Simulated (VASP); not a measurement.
Set up this calculation in VASP 6.6.1, as the native input.

```
Task                   : single point
Functional             : PBE
Dispersion             : D3(BJ)
Potentials or basis    : VASP PAW PBE potentials, release 64 (C, O)
Cutoff                 : 520 eV
k mesh                 : 5 × 8 × 1
Occupations            : gaussian, width 0.05 eV
Spin                   : no spin polarisation
Dipole correction      : yes
Further INCAR settings : LREAL = Auto; ALGO = Normal; EDIFF = 1e-06; NBANDS = 62
```

The structure of C21O lies in POSCAR:

```
C21O
1.0
    5.0304222913      0.0000000000      0.0000000000
    0.0000000000      3.5570457144      0.0000000000
    0.0000000000      0.0000000000     23.8251416051
C O
21 1
Direct
    0.2500000000      0.0000000000      0.1678898731
    0.7500000000      0.0000000000      0.1678898731
    0.0000000000      0.2500000000      0.1678898731
    0.5000000000      0.2500000000      0.1678898731
    0.0000000000      0.5000000000      0.2206746831
    0.5000000000      0.5000000000      0.2206746831
    0.2500000000      0.7500000000      0.2206746831
    0.7500000000      0.7500000000      0.2206746831
    0.2500000000      0.0023818432      0.2733210081
    0.7500000000      0.0023818432      0.2733210081
    0.0000000000      0.2476181568      0.2733210081
    0.5000000000      0.2476181568      0.2733210081
    0.0000000000      0.5094747646      0.3275705903
    0.5000000000      0.5094747646      0.3275705903
    0.2500000000      0.7405252354      0.3275705903
    0.7500000000      0.7405252354      0.3275705903
    0.2500000000      0.0286707501      0.3725115994
    0.7500000000      0.0286707501      0.3725115994
    0.0000000000      0.2213292499      0.3725115994
    0.5000000000      0.2213292499      0.3725115994
    0.3750000000      0.5286707501      0.5425000959
    0.3750000000      0.5286707501      0.4942317574
```

These files were run (other wordings do the same):

INCAR

```
PREC = Accurate ; ENCUT = 520
EDIFF = 1E-6 ; ISMEAR = 0
SIGMA = 0.05 ; LREAL = Auto
LASPH = True ; NELM = 100
ALGO = Normal ; ISIF = 2
LWAVE = False ; LCHARG = False
LDIPOL = True ; IDIPOL = 3
DIPOL = 0.5 0.5 0.295 ; GGA = PE
IVDW = 12 ; NBANDS = 62
```

KPOINTS

```
regular mesh
0
Gamma
  5 8 1
```

Potentials or basis: VASP PAW PBE potentials, release 64 (C, O).

The run is started by

```bash
$ cat potpaw_PBE.64/C/POTCAR potpaw_PBE.64/O/POTCAR > POTCAR
$ mpirun -np 1 vasp_std > vasp.out
```

It gave:

```json
{
 "Largest force": "4.364 eV/Å",
 "Band gap on the k mesh": "zero (bands 45 and 46 overlap by 0.03 eV)",
 "Dispersion energy per atom": "-0.142 eV"
}
```

Wall time 15 min on 1 thread of Intel(R) Xeon(R) Platinum 8488C (Sapphire Rapids), on a shared host, peak memory 0.66 GiB.
